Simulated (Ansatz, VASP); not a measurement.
# AgRh in VASP and in Ansatz

```
CELL_PARAMETERS angstrom
2.74005 0.00000 0.00000
-1.37002 2.37295 0.00000
0.00000 0.00000 4.74361
ATOMIC_POSITIONS crystal
Ag 0.00000 0.00000 0.50000
Rh 0.66667 0.33333 0.00000
```

Change from the starting cell: volume scaled by 0.96.

Alike in both runs: task single point; functional BLYP; k mesh 11 × 11 × 6; occupations methfessel-paxton of order 1, width 0.1 eV; no spin polarisation.

|  | VASP | Ansatz |
| --- | --- | --- |
| version | VASP 6.6.1 | Ansatz 0.2.0 |
| potentials or method | VASP PAW PBE potentials, release 64 (Ag, Rh_pv), cutoff 520 eV | all-electron LAPW, scalar-relativistic |

Ansatz gave:

| Item | Value |
| --- | --- |
| gap on the k mesh at the Fermi level (eV) | none |
| pressure (GPa) | 14.3 |
| traceless stress, the component that is largest in VASP (GPa) | -1.25 |

Task: Estimate VASP's values.

Result: gap on the k mesh at the Fermi level (eV): none; pressure (GPa): 14.7; traceless stress, the component that is largest in VASP (GPa): -1.30.

VASP's potentials were made for PBE, not for BLYP. A gap of «none» marks a metal or a gap that the smearing closes. Ansatz ran all-electron here, and VASP with PAW potentials.
